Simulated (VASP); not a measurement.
MgS, 2 atoms in the cell. It takes space group F-43m (No. 216, cubic). The conventional cell has a = 5.492 Å, b = 5.492 Å, c = 5.492 Å, α = 90.00°, β = 90.00°, γ = 90.00°. Within 3.1 Å of Mg (site symmetry -43m) lie 4 S at 2.38 Å. S (site symmetry -43m) has 4 Mg at 2.38 Å within 3.1 Å.  This cell differs from its parent crystal: strain -3.0%.

| Item | Value |
| --- | --- |
| Program | VASP 6.6.1 |
| Task | single point |
| Functional | PBE |
| Potentials or basis | VASP PAW PBE potentials, release 64 (Mg, S) |
| Cutoff | 520 eV |
| k mesh | 8 × 8 × 8 |
| Occupations | fermi-dirac, width 0.02 eV |
| Spin | no spin polarisation |
| Dipole correction | no |
| Further INCAR settings | ALGO = Normal; EDIFF = 1e-06; NBANDS = 11 |

Potentials or basis: VASP PAW PBE potentials, release 64 (Mg, S).

Launch:

```sh
$ cat potpaw_PBE.64/Mg/POTCAR potpaw_PBE.64/S/POTCAR > POTCAR
$ mpirun -np 1 vasp_std > vasp.out
```

Hardware: 1 thread of Intel(R) Xeon(R) Platinum 8488C (Sapphire Rapids), on a shared host.

**Question.** How long does it take, and how much memory?

**Answer.** Wall time 11 s on 1 thread of Intel(R) Xeon(R) Platinum 8488C (Sapphire Rapids) (shared host), peak memory 0.17 GiB. Counts: scf iterations 13, k points 29.
